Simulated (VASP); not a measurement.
Set up this calculation in VASP 6.6.1, as the native input.

```yaml
Task: single point
Functional: revPBE
Dispersion: D3(BJ)
Potentials_or_basis: VASP PAW PBE potentials, release 64 (B, As)
Cutoff: 520 eV
k_mesh: 12 × 8 × 6
Occupations: fermi-dirac, width 0.05 eV
Spin: no spin polarisation
Dipole_correction: no
Further_INCAR_settings: ALGO = Normal; EDIFF = 1e-06; NBANDS = 11
```

The structure of BAs lies in POSCAR:

```
BAs
1.0
    2.7476780467      0.0000000000      0.0000000000
    0.0000000000      2.4095685709      0.0000000000
    0.0000000000      0.0000000000      4.3379760485
B As
1 1
Direct
    0.0000000000      0.5000000000      0.0000000000
    0.5000000000      0.5000000000      0.5000000000
```

The input as run:

INCAR

```
PREC = Accurate
ENCUT = 520
EDIFF = 1E-6
ISMEAR = -1
SIGMA = 0.05
LREAL = F
LASPH = T
NELM = 60
ALGO = Normal
ISIF = 2
LWAVE = F
LCHARG = F
GGA = RE
IVDW = 12
NBANDS = 11
```

KPOINTS

```
Automatic mesh
0
Gamma
  12 8 6
```

Potentials or basis: VASP PAW PBE potentials, release 64 (B, As).

Command:

```bash
$ cat potpaw_PBE.64/B/POTCAR potpaw_PBE.64/As/POTCAR > POTCAR
$ mpirun -np 1 vasp_std > vasp.out
```

Results of the run:

The pressure is 0.2 GPa and the band gap on the k mesh is zero (band 4 reaches 8.99 eV, above the bottom of band 5 at 4.02 eV). The dispersion energy per atom is -0.727 eV.

Caveat: the PAW data sets were made with another functional, which shifts forces and pressure a little; pairwise dispersion overbinds metals, which lowers pressure and volume.

Run time: 10 s on 1 thread of Intel(R) Xeon(R) 6975P-C (Granite Rapids) (shared host), peak memory 0.17 GiB.
